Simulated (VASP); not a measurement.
A run of VASP 6.6.1 is set up as follows.

File INCAR:

```
  PREC = Accurate
  ENCUT = 600
  EDIFF = 1E-6
  ISMEAR = -1
  SIGMA = 0.02
  LREAL = F
  LASPH = T
  NELM = 120
  ALGO = Normal
  ISIF = 2
  LWAVE = F
  LCHARG = F
  GGA = CA
  NBANDS = 20
  GGA_COMPAT = F
```

Contents of KPOINTS:

```
Automatic mesh
0
Gamma
  8 8 8
```

POSCAR

```
LuH2
1.0
    0.0000000000      2.4996102294      2.4996102294
    2.4996102294      0.0000000000      2.4996102294
    2.4996102294      2.4996102294      0.0000000000
Lu H
1 2
Direct
    0.0000000000      0.0000000000      0.0000000000
    0.2500000000      0.2500000000      0.2500000000
    0.7500000000      0.7500000000      0.7500000000
```

Potentials or basis: VASP PAW PBE potentials, release 64 (Lu, H).

The run is started by

```bash
$ cat potpaw_PBE.64/Lu/POTCAR potpaw_PBE.64/H/POTCAR > POTCAR
$ mpirun -np 1 vasp_std > vasp.out
```

(1) Estimate the pressure.

## Answers

(1) -4.3 GPa.

Caveat: the PAW data sets were made with another functional, which shifts forces and pressure a little.
